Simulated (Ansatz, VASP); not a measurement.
# Two plane-wave programs on YSc

```
CELL_PARAMETERS angstrom
3.39854 0.00000 0.00000
-1.69927 2.94322 0.00000
0.00000 0.00000 5.23187
ATOMIC_POSITIONS crystal
Y 0.00000 0.00000 0.00000
Sc 0.33333 0.66667 0.50000
```

Alike in both runs: task relaxation of cell and atoms; functional LDA; k mesh 15 × 15 × 8; occupations gaussian, width 0.1 eV; no spin polarisation.

```csv
,VASP,Ansatz
version,VASP 6.6.1,Ansatz 0.2.0
potentials or method,"VASP PAW LDA potentials, release 64 (Y_sv, Sc_sv), cutoff 600 eV","scalar-relativistic, plane waves, PAW"
valence electrons in the cell,22,22
```

Ansatz gave:

* gap on the k mesh at the Fermi level, each at its own relaxed structure (eV): none
* relaxed volume (Å³/atom): 26.17
* relaxed cell length with the largest relative difference (Å): 3.399

Task: Which values does VASP return?

Result: gap on the k mesh at the Fermi level, each at its own relaxed structure (eV): none; relaxed volume (Å³/atom): 26.14; relaxed cell length with the largest relative difference (Å): 3.397.

LDA's correlation is that of Perdew and Zunger in VASP and of Perdew and Wang (1992) in Ansatz. A gap of «none» marks a metal or a gap that the smearing closes.
